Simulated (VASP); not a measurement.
**Ti: relaxation of cell and atoms with LDA**

The system is Ti.

```
Ti
1.0
     2.55747    0.00000    0.00000
     0.00000    2.55747    0.00000
     0.00000    0.00000    2.55747
Ti
1
Direct
  0.00000 0.00000 0.00000
```

This isn't the form of Ti at room conditions, which is hcp.

* Program: VASP 6.6.1
* Task: relaxation of cell and atoms
* Functional: LDA
* Potentials or basis: VASP PAW LDA potentials, release 64 (Ti_sv)
* Cutoff: 600 eV
* k mesh: 8 × 8 × 8
* Occupations: methfessel-paxton, width 0.05 eV
* Spin: no spin polarisation
* Dipole correction: no
* Further INCAR settings: ALGO = Normal; EDIFF = 1e-06; IBRION = 2; EDIFFG = -0.02; NSW = 80; ISIF = 3

| Quantity | Value |
| --- | --- |
| Pressure after relaxing | 0.0 GPa |
| Band gap on the k mesh | zero (bands 6 and 7 overlap by 2.15 eV) |

Final structure:
```
Ti
1.0
     2.55747    0.00000    0.00000
     0.00000    2.55747    0.00000
     0.00000    0.00000    2.55747
Ti
1
Direct
  0.00000 0.00000 0.00000
```

Levels at points of the mesh, in eV from the Fermi level:
```
           k point  band 4  band 5  band 6  band 7  band 8  band 9
(0.00, 0.00, 0.00)  -31.74   -5.83   -1.46   -1.46    4.35    4.35
(0.50, 0.00, 0.00)  -31.63   -1.83   -0.66    0.01    2.21    2.21
(0.50, 0.50, 0.00)  -31.53   -3.09   -0.06    2.69    2.69    5.82
(0.50, 0.50, 0.50)  -32.56   -1.42   -1.42   -1.42    5.83    5.83
```

Run time: 4.3 s on 1 thread of Intel(R) Xeon(R) Platinum 8259CL CPU @ 2.50GHz (Skylake/Cascade Lake) (shared host), peak memory 0.12 GiB.

Caveat: the relaxation stopped at its first step, so nothing moved.
